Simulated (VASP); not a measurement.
# SrO in VASP: a series of runs

The runs below take SrO through single point, with PBE, r2SCAN.

All numbers are computed with VASP 6.6.1; they aren't measurements. Logs are shortened: lines on timing, memory, paths and dates and some standing lists are left out, and cuts for length are marked.

## Step 1: The cell of the first run

It takes space group I4/mmm (No. 139, tetragonal). The conventional cell has a = 3.649 Å, b = 3.649 Å, c = 5.270 Å, α = 90.00°, β = 90.00°, γ = 90.00°. Within 3.4 Å of Sr (site symmetry 4/mmm) lie 6 O at 2.58 to 2.63 Å. Within 3.4 Å of O (site symmetry 4/mmm) lie 6 Sr at 2.58 to 2.63 Å.

## Step 2: Single point, PBE (uniaxial z strain +2.1%)

Input file INCAR:

```
PREC = Accurate
ENCUT = 520
EDIFF = 1E-6
ISMEAR = -1
SIGMA = 0.02
LREAL = F
LASPH = T
NELM = 100
ALGO = Normal
ISIF = 2
LWAVE = F
LCHARG = T
GGA = PE
LELF = T
LVHAR = T
NBANDS = 15
```

Input file KPOINTS:

```
Automatic mesh
0
Gamma
  8 8 8
```

Input file POSCAR:

```
SrO
1.0
    0.0000000000      2.5798923523      2.6348440595
    2.5798923523      0.0000000000      2.6348440595
    2.5798923523      2.5798923523      0.0000000000
Sr O
1 1
Direct
    0.0000000000      0.0000000000      0.0000000000
    0.5000000000      0.5000000000      0.5000000000
```

Potentials or basis: VASP PAW PBE potentials, release 64 (Sr_sv, O).

Command:

```
> cat potpaw_PBE.64/Sr_sv/POTCAR potpaw_PBE.64/O/POTCAR > POTCAR
> mpirun -np 1 vasp_std > vasp.out
```

OUTCAR:

```text
PREC = Accurate
   ENCUT = 520
   EDIFF = 1E-6
   ISMEAR = -1
   LREAL = F
   LASPH = T
   NELM = 100
   ISIF = 2
   GGA = PE

 ion  position               nearest neighbor table
   1  0.000  0.000  0.000-   2 2.58   2 2.58   2 2.58   2 2.58   2 2.63   2 2.63
   2  0.500  0.500  0.500-   1 2.58   1 2.58   1 2.58   1 2.58   1 2.63   1 2.63

  LATTYP: Found a body centered tetragonal cell.
 ALAT       =     3.6485187541
 C/A-ratio  =     1.4443363113

  Lattice vectors:

 A1 = (  -2.5798923523,   0.0000000000,   2.6348440595)
 A2 = (   2.5798923523,   0.0000000000,   2.6348440595)
 A3 = (   0.0000000000,   2.5798923523,  -2.6348440595)

Analysis of symmetry for initial positions (statically):
=====================================================================
 Subroutine PRICEL returns:
 Original cell was already a primitive cell.

 Routine SETGRP: Setting up the symmetry group for a
 body centered tetragonal supercell.

 Subroutine GETGRP returns: Found 16 space group operations
 (whereof 16 operations were pure point group operations)
 out of a pool of 16 trial point group operations.

The static configuration has the point symmetry D_4h.

Analysis of symmetry for dynamics (positions and initial velocities):
=====================================================================
 Subroutine PRICEL returns:
 Original cell was already a primitive cell.

 Routine SETGRP: Setting up the symmetry group for a
 body centered tetragonal supercell.

 Subroutine GETGRP returns: Found 16 space group operations
 (whereof 16 operations were pure point group operations)
 out of a pool of 16 trial point group operations.

The dynamic configuration has the point symmetry D_4h.

 Subroutine INISYM returns: Found 16 space group operations
 (whereof 16 operations are pure point group operations),
 and found     1 'primitive' translations

----------------------------------------------------------------------------------------

                                     Primitive cell

  volume of cell :      35.0742

  direct lattice vectors                    reciprocal lattice vectors
     0.000000000  2.579892352  2.634844059    -0.193806536  0.193806536  0.189764551
     2.579892352  0.000000000  2.634844059     0.193806536 -0.193806536  0.189764551
     2.579892352  2.579892352  0.000000000     0.193806536  0.193806536 -0.189764551

  length of vectors
     3.687580205  3.687580205  3.648518754     0.333365463  0.333365463  0.333365463

  position of ions in fractional coordinates (direct lattice)
     0.000000000  0.000000000  0.000000000
     0.500000000  0.500000000  0.500000000

  ion indices of the primitive-cell ions
   primitive index   ion index
                 1           1
                 2           2

----------------------------------------------------------------------------------------

 KPOINTS: Automatic mesh

Automatic generation of k-mesh.
 Grid dimensions read from file:
 generate k-points for:    8    8    8

 Generating k-lattice:

  Cartesian coordinates                     Fractional coordinates (reciprocal lattice)
    -0.024225817  0.024225817  0.023720569     0.125000000 -0.000000000  0.000000000
     0.024225817 -0.024225817  0.023720569    -0.000000000  0.125000000  0.000000000
     0.024225817  0.024225817 -0.023720569     0.000000000  0.000000000  0.125000000

  Length of vectors
     0.041670683  0.041670683  0.041670683

  Shift w.r.t. Gamma in fractional coordinates (k-lattice)
     0.000000000  0.000000000  0.000000000

 Subroutine IBZKPT returns following result:
 ===========================================

 Found     59 irreducible k-points:

 Following reciprocal coordinates:
            Coordinates               Weight
  0.000000  0.000000  0.000000      1.000000
  0.125000  0.000000  0.000000      8.000000
  0.250000  0.000000  0.000000      8.000000
  0.375000  0.000000  0.000000      8.000000
  0.500000  0.000000  0.000000      4.000000
  0.125000  0.125000  0.000000      2.000000
[... 16 lines left out ...]
  0.250000  0.000000  0.125000     16.000000
  0.375000  0.000000  0.125000     16.000000
 [... further k-points ...]
   k-points           NKPTS =     59   k-points in BZ     NKDIM =     59   number of bands    NBANDS=     15
   number of dos      NEDOS =    301   number of ions     NIONS =      2
   total plane-waves  NPLWV =  21952
   dimension x,y,z NGX =    28 NGY =   28 NGZ =   28
   dimension x,y,z NGXF=    56 NGYF=   56 NGZF=   56
   ions per type =               1   1
   NGX,Y,Z   is equivalent  to a cutoff of  12.62, 12.62, 12.76 a.u.
   NGXF,Y,Z  is equivalent  to a cutoff of  25.25, 25.25, 25.52 a.u.
 SYSTEM =  unknown system
   PREC   = accura    normal or accurate (medium, high low for compatibility)
   ISTART =      0    job   : 0-new  1-cont  2-samecut
   ICHARG =      2    charge: 1-file 2-atom 10-const
   ISPIN  =      1    spin polarized calculation?
   LNONCOLLINEAR =      F non collinear calculations
   LSORBIT =      F    spin-orbit coupling
   LASPH  =      T    aspherical Exc in radial PAW
   ENCUT  =  520.0 eV  38.22 Ry    6.18 a.u.   6.86  6.86  6.78*2*pi/ulx,y,z
   NELM   =    100;   NELMIN=  2; NELMDL= -5     # of ELM steps
   EDIFF  = 0.1E-05   stopping-criterion for ELM
   LREAL  =      F    real-space projection
   EDIFFG = 0.1E-04   stopping-criterion for IOM
   NSW    =      0    number of steps for IOM
   IBRION =     -1    ionic relax: 0-MD 1-quasi-New 2-CG
   NFREE  =      0    steps in history (QN), initial steepest desc. (CG)
   ISIF   =      2    stress and relaxation
   ISYM   =      2    0-nonsym 1-usesym 2-fastsym
   POTIM  = 0.5000    time-step for ionic-motion
   TEBEG  =    0.0;   TEEND  =   0.0 temperature during run
   PSTRESS=    0.0 pullay stress
   NELECT =      16.0000    total number of electrons
   NUPDOWN=      -1.0000    fix difference up-down
   EMIN   =  10.00;   EMAX   =-10.00  energy-range for DOS
   EFERMI =   0.00;   METHOD = LEGACY
   ISMEAR =    -1;   SIGMA  =   0.02  broadening in eV -4-tet -1-fermi 0-gaus
   EFERMI_NEDOS =   21; number of points for ismear=-14 and -15
   IALGO  =     38    algorithm
   IMIX   =      4    mixing-type and parameters
     AMIX     =   0.40;   BMIX     =  1.00
     AMIX_MAG =   1.60;   BMIX_MAG =  1.00
  volume/ion in A,a.u.               =      17.54       118.35
  Fermi-wavevector in a.u.,A,eV,Ry     =   1.260237  2.381502 21.608727  1.588197
  Thomas-Fermi vector in A             =   2.393756
   LORBIT       =      0    0 simple, 1 ext, 2 COOP (PROOUT), +10 PAW based schemes
   GGA     = PE    functional components
   LHFCALC =     F    Hartree Fock is set to
   AEXX    =    0.0000 exact exchange contribution
   IVDW    =     0    specifies the selected vdW correction
   LEPSILON=     F    determine dielectric tensor
   LRPA    =     F    only Hartree local field effects (RPA)
 non-spin polarized calculation
  energy-cutoff  :      520.00
  volume of cell :       35.07
 maximum number of plane-waves:       962
   NGX = 13   NGY = 13   NGZ = 13

 number of electron      16.0000000 magnetization

 Free energy of the ion-electron system (eV)
  ---------------------------------------------------
  ext. energy  EPLUGINS =         0.00000000
  ---------------------------------------------------
  free energy    TOTEN  =       -12.05098838 eV

  energy without entropy =      -12.05098838  energy(sigma->0) =      -12.05098838

 E-fermi :   1.9108     XC(G=0):  -9.8781

 val. band max:        1.5398352598   @ k =   0.0000   0.0000   0.0000
 cond. band min:       4.7761193350   @ k =   0.5000   0.0000   0.5000
 fundamental gap:      3.2362840753
 Fermi energy:         1.9107993610

 k-point     1 :       0.0000    0.0000    0.0000
  band No.  band energies     occupation
      1     -30.9816      2.00000
      2     -13.5340      2.00000
      3     -12.6636      2.00000
      4     -12.6447      2.00000
      5     -12.6447      2.00000
      6       1.4748      2.00000
      7       1.5398      2.00000
      8       1.5398      2.00000
      9       5.2699      0.00000
     10       7.5573      0.00000
     11       7.7123      0.00000
     12       7.7123      0.00000
     13       9.6343      0.00000
     14       9.8927      0.00000
     15      14.0775      0.00000

 k-point     2 :       0.1250    0.0000    0.0000
  band No.  band energies     occupation
      1     -30.9642      2.00000
      2     -13.9076      2.00000
      3     -12.6725      2.00000
      4     -12.6536      2.00000
      5     -12.3191      2.00000
      6       1.0711      2.00000
      7       1.3166      2.00000
      8       1.3496      2.00000
      9       5.9551      0.00000
     10       7.5067      0.00000
     11       7.9168      0.00000
     12       8.0003      0.00000
     13      10.0174      0.00000
     14      10.2838      0.00000
     15      15.0389      0.00000

 k-point     3 :       0.2500    0.0000    0.0000
  band No.  band energies     occupation
      1     -30.9220      2.00000
      2     -14.4605      2.00000
      3     -12.7056      2.00000
      4     -12.6749      2.00000
      5     -11.8705      2.00000
      6       0.2707      2.00000
      7       0.9193      2.00000
      8       0.9373      2.00000
      9       7.3545      0.00000
     10       7.5460      0.00000
     11       8.7250      0.00000
     12       8.7828      0.00000
     13      10.9821      0.00000
     14      11.2598      0.00000
     15      16.9266      0.00000

 k-point     4 :       0.3750    0.0000    0.0000
  band No.  band energies     occupation
      1     -30.8792      2.00000
      2     -14.8662      2.00000
      3     -12.7384      2.00000
      4     -12.6958      2.00000
      5     -11.5690      2.00000
      6      -0.3601      2.00000
      7       0.5721      2.00000
      8       0.5750      2.00000
      9       7.7194      0.00000
     10       8.9902      0.00000
     11       9.7053      0.00000
     12       9.7389      0.00000
     13      12.2009      0.00000
     14      12.4589      0.00000
     15      16.5939      0.00000
[... 307 lines left out ...]
 k-point    22 :       0.1250    0.0000    0.1250
  band No.  band energies     occupation
      1     -30.9580      2.00000
      2     -13.9617      2.00000
      3     -12.7110      2.00000
      4     -12.6987      2.00000
      5     -12.2182      2.00000
      6       0.7884      2.00000
      7       1.3989      2.00000
      8       1.4670      2.00000
      9       6.0008      0.00000
     10       7.0315      0.00000
     11       8.2112      0.00000
     12       8.3475      0.00000
     13       9.9034      0.00000
     14      10.6508      0.00000
     15      15.3555      0.00000

 k-point    23 :       0.2500    0.0000    0.1250
  band No.  band energies     occupation
      1     -30.9239      2.00000
      2     -14.3258      2.00000
      3     -12.7553      2.00000
      4     -12.7276      2.00000
      5     -11.9564      2.00000
      6       0.2928      2.00000
      7       1.1236      2.00000
      8       1.2341      2.00000
      9       6.7378      0.00000
     10       6.9930      0.00000
     11       8.9538      0.00000
     12       9.1004      0.00000
     13      10.4895      0.00000
     14      11.4646      0.00000
     15      16.9957      0.00000

 k-point    24 :       0.3750    0.0000    0.1250
  band No.  band energies     occupation
      1     -30.8815      2.00000
      2     -14.6951      2.00000
      3     -12.7889      2.00000
      4     -12.7569      2.00000
      5     -11.7377      2.00000
      6      -0.0912      2.00000
      7       0.6898      2.00000
      8       0.8668      2.00000
      9       7.0535      0.00000
     10       8.2952      0.00000
     11       9.8284      0.00000
     12       9.9922      0.00000
     13      11.6841      0.00000
     14      12.3508      0.00000
     15      16.8907      0.00000

 [... further k-points ...]
[... 5 lines left out ...]
  --------------------------------------------------------------------------------------
  -------------------------------------------------------------------------------------
  Total        0.2940494      0.2940494     -0.2362637      0.0000000      0.0000000     -0.0000000
  in kB       13.4320669     13.4320669    -10.7924382      0.0000000      0.0000000     -0.0000000
  external PRESSURE =       5.3572319 kB  Pullay stress =       0.0000000 kB

 VOLUME and BASIS-vectors are now :
 -----------------------------------------------------------------------------
  energy-cutoff  :      520.00
  volume of cell :       35.07
      direct lattice vectors                 reciprocal lattice vectors
     0.000000000  2.579892352  2.634844059    -0.193806536  0.193806536  0.189764551
     2.579892352  0.000000000  2.634844059     0.193806536 -0.193806536  0.189764551
     2.579892352  2.579892352  0.000000000     0.193806536  0.193806536 -0.189764551

 POSITION                                       TOTAL-FORCE (eV/Angst)
 -----------------------------------------------------------------------------------
      0.00000      0.00000      0.00000        -0.000000      0.000000      0.000000
      2.57989      2.57989      2.63484         0.000000     -0.000000      0.000000
 -----------------------------------------------------------------------------------
    total drift:                                0.000000      0.000000      0.000000

  FREE ENERGIE OF THE ION-ELECTRON SYSTEM (eV)
  ---------------------------------------------------
  free  energy   TOTEN  =       -12.0509883777 eV

  energy  without entropy=      -12.0509883777  energy(sigma->0) =      -12.05098838
```

Wall time 35 s (1 thread of Intel Xeon 8259CL, shared host); peak memory 0.18 GiB.

Results:

| Item | Value |
| --- | --- |
| Free energy | -12.0510 eV |
| Pressure | 0.5 GPa |
| Band gap on the k mesh | 3.24 eV (least direct gap 3.34 eV) |

Stress tensor (GPa, compression positive):
```
 1.34  0.00  0.00
 0.00  1.34  0.00
 0.00  0.00 -1.08
```

Levels at points of the mesh, in eV from the valence-band top:
| k point | band 6 | band 7 | band 8 | band 9 | band 10 | band 11 |
| --- | --- | --- | --- | --- | --- | --- |
| (0.00, 0.00, 0.00) | -0.06 | 0.00 | 0.00 | 3.73 | 6.02 | 6.17 |
| (0.50, 0.00, 0.00) | -2.13 | -1.10 | -1.10 | 6.39 | 8.18 | 8.63 |
| (0.50, 0.50, 0.00) | -0.58 | -0.10 | -0.10 | 3.31 | 7.55 | 9.96 |
| (0.50, 0.00, 0.50) | -0.46 | -0.18 | -0.10 | 3.24 | 7.54 | 9.95 |

Caveat: the cell differs from its parent crystal (uniaxial z strain +2.1%).

## Step 3: Single point, PBE (epitaxial 111 strain +2.6%)

Input file INCAR:

```
SYSTEM = SrO
PREC = Accurate
ENCUT = 520
EDIFF = 1E-6
ISMEAR = -1
SIGMA = 0.02
LREAL = .False.
LASPH = .True.
NELM = 60
ALGO = Normal
ISIF = 2
LWAVE = .False.
LCHARG = .False.
GGA = PE
NBANDS = 15
```

Input file KPOINTS:

```
Automatic mesh
0
Gamma
  8 8 8
  0 0 0
```

Input file POSCAR:

```
SrO
1.0
   -0.0761832584      2.5713022736      2.5713022736
    2.5713022736     -0.0761832584      2.5713022736
    2.5713022736      2.5713022736     -0.0761832584
Sr O
1 1
Direct
    0.0000000000      0.0000000000      0.0000000000
    0.5000000000      0.5000000000      0.5000000000
```

Potentials or basis: VASP PAW PBE potentials, release 64 (Sr_sv, O).

Command:

```
> cat potpaw_PBE.64/Sr_sv/POTCAR potpaw_PBE.64/O/POTCAR > POTCAR
> mpirun -np 1 vasp_std > vasp.out
```

Run time: 48 s. Hardware: 1 thread of Intel Xeon 8259CL, shared host; peak memory 0.18 GiB.

It converged, with:

```yaml
Free_energy: -12.0401 eV
Pressure: -0.7 GPa
Band_gap_on_the_k_mesh: 3.21 eV (least direct gap 3.35 eV)
```

Stress tensor (GPa, compression positive):
```
-0.67  1.47  1.47
 1.47 -0.67  1.47
 1.47  1.47 -0.67
```

Levels at points of the mesh, in eV from the valence-band top:
```csv
k point,band 6,band 7,band 8,band 9,band 10,band 11
"(0.00, 0.00, 0.00)",-0.09,-0.09,0.00,3.60,5.85,5.85
"(0.50, 0.00, 0.00)",-2.16,-1.17,-0.98,6.22,8.02,8.18
"(0.50, 0.50, 0.00)",-0.57,-0.22,-0.14,3.21,7.38,9.77
"(0.50, 0.50, 0.50)",-2.15,-1.24,-1.24,6.38,8.11,8.71
```

Caveat: the cell differs from its parent crystal (epitaxial 111 strain +2.6%). A k mesh can miss the band edges.

(Part 1 of 2 ends here.)
